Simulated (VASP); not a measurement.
The system is GaN.

```xyz
2
Lattice="0.0000 2.2535 2.2535 2.2535 0.0000 2.2535 2.2535 2.2535 0.0000" Properties=species:S:1:pos:R:3 pbc="T T T"
Ga    0.0000    0.0000    0.0000
N     1.1268    1.1268    1.1268
```

```yaml
Program: VASP 6.6.1
Task: relaxation of cell and atoms
Functional: LDA
Potentials_or_basis: VASP PAW LDA potentials, release 64 (Ga_d, N)
Cutoff: 600 eV
k_mesh: 16 × 16 × 16
Occupations: fermi-dirac, width 0.08 eV
Spin: no spin polarisation
```

At the start: pressure -5.6 GPa; volume 11.44 Å³/atom.

Question: Where does the relaxation end?

Answer: Over 6 steps the energy falls by 6.0 meV/atom and the volume is 11.12 Å³/atom (-2.9 %); space group F-43m (No. 216, to 0.1 Å) before and after.

The path:
| step | energy change (eV) | largest force (eV/Å) | pressure (GPa) | volume (Å³) |
| --- | --- | --- | --- | --- |
| 1 | 0.0000 | 0.0000 | -5.59 | 22.89 |
| 2 | -0.0003 | 0.0000 | 6.10 | 21.59 |
| 3 | -0.0120 | 0.0000 | 0.07 | 22.22 |
| 4 | -0.0120 | 0.0000 | -0.17 | 22.23 |
| 5 | -0.0120 | 0.0000 | -0.18 | 22.23 |
| 6 | -0.0120 | 0.0000 | 0.00 | 22.23 |

Final structure:
```xyz
2
Lattice="0.0000 2.2317 2.2317 2.2317 0.0000 2.2317 2.2317 2.2317 0.0000" Properties=species:S:1:pos:R:3 pbc="T T T"
Ga    0.0000    0.0000    0.0000
N     1.1159    1.1159    1.1159
```
